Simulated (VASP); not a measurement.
# Rh (P6_3/mmc) in VASP: a series of runs, part 3 of 3

VASP 6.6.1. Earlier steps stand in the parts before.

## (5) Single point, PBE (13.25 Å³/atom)

This run uses another cell than the first one, of 13.25 Å³/atom.

The input, INCAR:

```
SYSTEM = Rh
ALGO = Fast ; EDIFF = 1E-6
ENCUT = 520 ; GGA = PE
ISIF = 2 ; ISMEAR = 0
LASPH = .True. ; LCHARG = .False.
LREAL = .False. ; LWAVE = .False.
NBANDS = 22 ; NELM = 80
PREC = Accurate ; SIGMA = 0.15
```

The input, KPOINTS:

```
k-points
0
Gamma
  21 21 12
  0 0 0
```

The input, POSCAR:

```
Rh
1.0
    2.6692693143      0.0000000000      0.0000000000
   -1.3346346572      2.3116550357      0.0000000000
    0.0000000000      0.0000000000      4.2956488665
Rh
2
Direct
    0.6666666667      0.3333333333      0.7500000000
    0.3333333333      0.6666666667      0.2500000000
```

Potentials or basis: VASP PAW PBE potentials, release 64 (Rh_pv).

On the command line:

```console
$ cat potpaw_PBE.64/Rh_pv/POTCAR > POTCAR
$ mpirun -np 1 vasp_std > vasp.out
```

OUTCAR:

```text
SYSTEM = Rh
   EDIFF = 1E-6
   ENCUT = 520
   GGA = PE
   ISIF = 2
   ISMEAR = 0
   LASPH = .True.
   LREAL = .False.
   NELM = 80
   PREC = Accurate

 ion  position               nearest neighbor table
   1  0.667  0.333  0.750-   2 2.64   2 2.64   2 2.64   2 2.64   2 2.64   2 2.64
   2  0.333  0.667  0.250-   1 2.64   1 2.64   1 2.64   1 2.64   1 2.64   1 2.64

  LATTYP: Found a hexagonal cell.
 ALAT       =     2.6692693143
 C/A-ratio  =     1.6092976619

  Lattice vectors:

 A1 = (   2.6692693143,   0.0000000000,   0.0000000000)
 A2 = (  -1.3346346572,   2.3116550357,   0.0000000000)
 A3 = (   0.0000000000,   0.0000000000,   4.2956488665)

Analysis of symmetry for initial positions (statically):
=====================================================================
 Subroutine PRICEL returns:
 Original cell was already a primitive cell.

 Routine SETGRP: Setting up the symmetry group for a
 hexagonal supercell.

 Subroutine GETGRP returns: Found 24 space group operations
 (whereof 12 operations were pure point group operations)
 out of a pool of 24 trial point group operations.

The static configuration has the point symmetry D_3d.
 The point group associated with its full space group is D_6h.

Analysis of symmetry for dynamics (positions and initial velocities):
=====================================================================
 Subroutine PRICEL returns:
 Original cell was already a primitive cell.

 Routine SETGRP: Setting up the symmetry group for a
 hexagonal supercell.

 Subroutine GETGRP returns: Found 24 space group operations
 (whereof 12 operations were pure point group operations)
 out of a pool of 24 trial point group operations.

The dynamic configuration has the point symmetry D_3d.
 The point group associated with its full space group is D_6h.

 Subroutine INISYM returns: Found 24 space group operations
 (whereof 12 operations are pure point group operations),
 and found     1 'primitive' translations

[... 106 lines left out ...]
   NUPDOWN=      -1.0000    fix difference up-down
   EMIN   =  10.00;   EMAX   =-10.00  energy-range for DOS
   EFERMI =   0.00;   METHOD = LEGACY
   ISMEAR =     0;   SIGMA  =   0.15  broadening in eV -4-tet -1-fermi 0-gaus
   EFERMI_NEDOS =   21; number of points for ismear=-14 and -15
   IALGO  =     68    algorithm
   IMIX   =      4    mixing-type and parameters
     AMIX     =   0.40;   BMIX     =  1.00
     AMIX_MAG =   1.60;   BMIX_MAG =  1.00
  volume/ion in A,a.u.               =      13.25        89.44
  Fermi-wavevector in a.u.,A,eV,Ry     =   1.706084  3.224032 39.602805  2.910724
  Thomas-Fermi vector in A             =   2.785186
   LORBIT       =      0    0 simple, 1 ext, 2 COOP (PROOUT), +10 PAW based schemes
   GGA     = PE    functional components
   LHFCALC =     F    Hartree Fock is set to
   AEXX    =    0.0000 exact exchange contribution
   IVDW    =     0    specifies the selected vdW correction
   LEPSILON=     F    determine dielectric tensor
   LRPA    =     F    only Hartree local field effects (RPA)
 non-spin polarized calculation
 RMM-DIIS sequential band-by-band and
 Gauss-broadening in eV      SIGMA  =   0.15
  energy-cutoff  :      520.00
  volume of cell :       26.51
 maximum number of plane-waves:       744
 NGX is ok and might be reduce to    20
   NGX =  9   NGY =  9   NGZ = 15

 number of electron      29.9999993 magnetization

 Free energy of the ion-electron system (eV)
  ---------------------------------------------------
  ext. energy  EPLUGINS =         0.00000000
  ---------------------------------------------------
  free energy    TOTEN  =       -14.36679520 eV

  energy without entropy =      -14.33319974  energy(sigma->0) =      -14.34999747

 E-fermi :  12.6984     XC(G=0): -14.2685

 val. band max:       12.6945368109   @ k =   0.3333   0.3333   0.1667
 cond. band min:      12.7002382585   @ k =   0.3333   0.2857   0.3333
 fundamental gap:      0.0057014476
 Fermi energy:        12.6984176455

 k-point     1 :       0.0000    0.0000    0.0000
  band No.  band energies     occupation
      1     -34.7006      2.00000
      2     -33.9529      2.00000
      3     -33.9529      2.00000
      4     -33.8399      2.00000
      5     -33.8289      2.00000
      6     -33.8289      2.00000
[... 589 lines left out ...]
     21      28.6643      0.00000
     22      30.3723      0.00000

 [... further k-points ...]
[... 5 lines left out ...]
  --------------------------------------------------------------------------------------
  -------------------------------------------------------------------------------------
  Total        3.0208865      3.0208865      3.2397778     -0.0000000     -0.0000000      0.0000000
  in kB      182.6000086    182.6000086    195.8310762     -0.0000000     -0.0000000      0.0000000
  external PRESSURE =     187.0103645 kB  Pullay stress =       0.0000000 kB

 VOLUME and BASIS-vectors are now :
 -----------------------------------------------------------------------------
  energy-cutoff  :      520.00
  volume of cell :       26.51
      direct lattice vectors                 reciprocal lattice vectors
     2.669269314  0.000000000  0.000000000     0.374634360  0.216295248  0.000000000
    -1.334634657  2.311655036  0.000000000     0.000000000  0.432590497  0.000000000
     0.000000000  0.000000000  4.295648866     0.000000000  0.000000000  0.232793702

 POSITION                                       TOTAL-FORCE (eV/Angst)
 -----------------------------------------------------------------------------------
      1.33463      0.77055      3.22174        -0.000000      0.000000      0.000000
     -0.00000      1.54110      1.07391         0.000000      0.000000      0.000000
 -----------------------------------------------------------------------------------
    total drift:                                0.000000     -0.000000      0.000000

  FREE ENERGIE OF THE ION-ELECTRON SYSTEM (eV)
  ---------------------------------------------------
  free  energy   TOTEN  =       -14.3667951959 eV

  energy  without entropy=      -14.3331997410  energy(sigma->0) =      -14.34999747
```

OSZICAR:

```text
N       E                     dE             d eps       ncg     rms          rms(c)
DAV:   1     0.327952567215E+03    0.32795E+03   -0.19034E+04 14824   0.160E+03
DAV:   2    -0.806374327593E+01   -0.33602E+03   -0.32411E+03 15390   0.477E+02
DAV:   3    -0.152691341416E+02   -0.72054E+01   -0.71656E+01 17256   0.786E+01
DAV:   4    -0.153168101337E+02   -0.47676E-01   -0.47671E-01 16672   0.645E+00
DAV:   5    -0.153175498611E+02   -0.73973E-03   -0.73972E-03 17484   0.826E-01    0.161E+01
RMM:   6    -0.144106614439E+02    0.90689E+00   -0.19209E+00 15226   0.119E+01    0.607E+00
RMM:   7    -0.143731817209E+02    0.37480E-01   -0.11847E-01 15608   0.287E+00    0.237E+00
RMM:   8    -0.143676725664E+02    0.55092E-02   -0.22450E-02 16217   0.144E+00    0.463E-01
RMM:   9    -0.143667731099E+02    0.89946E-03   -0.22597E-03 17360   0.458E-01    0.227E-02
RMM:  10    -0.143667972208E+02   -0.24111E-04   -0.25830E-04 17439   0.168E-01    0.171E-02
RMM:  11    -0.143667959640E+02    0.12569E-05   -0.18883E-05 18001   0.453E-02    0.552E-03
RMM:  12    -0.143667951959E+02    0.76801E-06   -0.45274E-06 15445   0.201E-02
   1 F= -.14366795E+02 E0= -.14349997E+02  d E =-.335955E-01
```

stdout:

```text
POSCAR found type information on POSCAR Rh
 POSCAR found :  1 types and       2 ions
 scaLAPACK will be used
 LDA part: xc-table for (Slater+PW92), standard interpolation
 POSCAR, INCAR and KPOINTS ok, starting setup
 FFT: planning ... GRIDC
 FFT: planning ... GRID_SOFT
 FFT: planning ... GRID
 WAVECAR not read
 entering main loop
```

Wall time 61 s (1 thread of Intel Xeon 6975P-C (Granite Rapids), shared host); peak memory 0.25 GiB.

Results:

```yaml
Free_energy: -14.3668 eV
Pressure: 18.7 GPa
Band_gap_on_the_k_mesh: zero (bands 15 and 16 overlap by 2.54 eV)
```

Stress tensor (GPa, compression positive):
```
18.26  0.00  0.00
 0.00 18.26  0.00
 0.00  0.00 19.58
```

Levels at points of the mesh, in eV from the Fermi level:
```csv
k point,band 11,band 12,band 13,band 14,band 15,band 16,band 17,band 18,band 19,band 20
"(0.00, 0.00, 0.00)",-3.23,-2.66,-2.66,-2.07,-2.07,0.13,0.13,0.73,9.07,15.83
"(0.00, 0.00, 0.50)",-3.35,-3.35,-3.35,-3.35,-0.47,-0.47,-0.47,-0.47,15.00,15.00
```

Caveat: the cell stands under pressure.

## (6) Single point, PBE (13.25 Å³/atom)

This run uses another cell than the first one, of 13.25 Å³/atom.

The input, INCAR:

```
SYSTEM = Rh
ALGO = Fast
EDIFF = 1E-6
ENCUT = 520
GGA = PE
ISIF = 2
ISMEAR = 0
LASPH = .True.
LCHARG = .False.
LREAL = .False.
LWAVE = .False.
NBANDS = 22
NELM = 60
PREC = Accurate
SIGMA = 0.15
```

KPOINTS is that of step 5.

The input, POSCAR:

```
Rh
1.0
    2.7787358359      0.0000000000      0.0000000000
   -1.3893679180      2.4064558243      0.0000000000
    0.0000000000      0.0000000000      3.9638666700
Rh
2
Direct
    0.6666666667      0.3333333333      0.7500000000
    0.3333333333      0.6666666667      0.2500000000
```

Potentials or basis: VASP PAW PBE potentials, release 64 (Rh_pv).

On the command line:

```console
$ cat potpaw_PBE.64/Rh_pv/POTCAR > POTCAR
$ mpirun -np 1 vasp_std > vasp.out
```

OUTCAR:

```text
SYSTEM = Rh
   EDIFF = 1E-6
   ENCUT = 520
   GGA = PE
   ISIF = 2
   ISMEAR = 0
   LASPH = .True.
   LREAL = .False.
   NELM = 60
   PREC = Accurate

 ion  position               nearest neighbor table
   1  0.667  0.333  0.750-   2 2.55   2 2.55   2 2.55   2 2.55   2 2.55   2 2.55
   2  0.333  0.667  0.250-   1 2.55   1 2.55   1 2.55   1 2.55   1 2.55   1 2.55

  LATTYP: Found a hexagonal cell.
 ALAT       =     2.7787358359
 C/A-ratio  =     1.4265000000

  Lattice vectors:

 A1 = (   2.7787358359,   0.0000000000,   0.0000000000)
 A2 = (  -1.3893679180,   2.4064558243,   0.0000000000)
[... 192 lines left out ...]
      4     -33.8119      2.00000
      5     -33.8119      2.00000
      6     -33.7908      2.00000
[... 589 lines left out ...]
     21      27.3626      0.00000
     22      30.6308      0.00000

 [... further k-points ...]
[... 5 lines left out ...]
  --------------------------------------------------------------------------------------
  -------------------------------------------------------------------------------------
  Total        2.0125150      2.0125150      7.9562987     -0.0000000      0.0000000      0.0000000
  in kB      121.6481544    121.6481544    480.9251279     -0.0000000      0.0000000      0.0000000
  external PRESSURE =     241.4071455 kB  Pullay stress =       0.0000000 kB

 VOLUME and BASIS-vectors are now :
 -----------------------------------------------------------------------------
  energy-cutoff  :      520.00
  volume of cell :       26.51
      direct lattice vectors                 reciprocal lattice vectors
     2.778735836  0.000000000  0.000000000     0.359875878  0.207774435  0.000000000
    -1.389367918  2.406455824  0.000000000     0.000000000  0.415548871  0.000000000
     0.000000000  0.000000000  3.963866670     0.000000000  0.000000000  0.252278919

 POSITION                                       TOTAL-FORCE (eV/Angst)
 -----------------------------------------------------------------------------------
      1.38937      0.80215      2.97290        -0.000000      0.000000      0.000000
     -0.00000      1.60430      0.99097         0.000000     -0.000000      0.000000
 -----------------------------------------------------------------------------------
    total drift:                               -0.000000      0.000000     -0.000000

  FREE ENERGIE OF THE ION-ELECTRON SYSTEM (eV)
  ---------------------------------------------------
  free  energy   TOTEN  =       -14.1068635006 eV

  energy  without entropy=      -14.0676090956  energy(sigma->0) =      -14.08723630
```

stdout:

```text
POSCAR found type information on POSCAR Rh
 POSCAR found :  1 types and       2 ions
 scaLAPACK will be used
 LDA part: xc-table for (Slater+PW92), standard interpolation
 POSCAR, INCAR and KPOINTS ok, starting setup
 FFT: planning ... GRIDC
 FFT: planning ... GRID_SOFT
 FFT: planning ... GRID
 WAVECAR not read
 entering main loop
```

Wall time 56 s (1 thread of Intel Xeon 6975P-C (Granite Rapids), shared host); peak memory 0.26 GiB.

What came out:

```
Free energy            : -14.1069 eV
Pressure               : 24.1 GPa
Band gap on the k mesh : zero (bands 15 and 16 overlap by 1.98 eV)
```

Levels at points of the mesh, in eV from the Fermi level:
```csv
k point,band 12,band 13,band 14,band 15,band 16,band 17,band 18,band 19
"(0.00, 0.00, 0.00)",-2.92,-2.49,-2.49,-2.25,0.14,0.14,2.19,10.89
"(0.00, 0.00, 0.50)",-3.81,-2.77,-2.77,-0.29,-0.29,-0.29,-0.29,14.83
```

Caveat: the cell stands under pressure.

## (7) Summary

```tsv
cell	further INCAR settings	gap on the mesh (eV)	pressure (GPa)
a = 2.887, b = 2.887, c = 4.374 Å, angles 90.0, 90.0, 120.0°, 2 atoms	ALGO = Fast; EDIFF = 1e-07; NBANDS = 22	none	-20.3
a = 2.564, b = 2.564, c = 4.655 Å, angles 90.0, 90.0, 120.0°, 2 atoms	ALGO = Fast; EDIFF = 1e-07; NBANDS = 22	none	23.0
a = 2.723, b = 2.723, c = 4.126 Å, angles 90.0, 90.0, 120.0°, 2 atoms	ALGO = Fast; EDIFF = 1e-06; NBANDS = 22	none	20.4
a = 2.669, b = 2.669, c = 4.296 Å, angles 90.0, 90.0, 120.0°, 2 atoms	ALGO = Fast; EDIFF = 1e-06; NBANDS = 22	none	18.7
a = 2.779, b = 2.779, c = 3.964 Å, angles 90.0, 90.0, 120.0°, 2 atoms	ALGO = Fast; EDIFF = 1e-06; NBANDS = 22	none	24.1
```

Alike in all rows: task single point; level PBE; potentials or basis VASP PAW PBE potentials, release 64 (Rh_pv); no spin polarisation; k mesh 21 × 21 × 12; cutoff (eV) 520; smearing gaussian 0.15 eV.

Caveats: the cell stands under pressure (at least some runs); the cell stands under tension (at least some runs).

Total energies depend on the potentials used, so only differences within one code and one set of settings carry meaning.
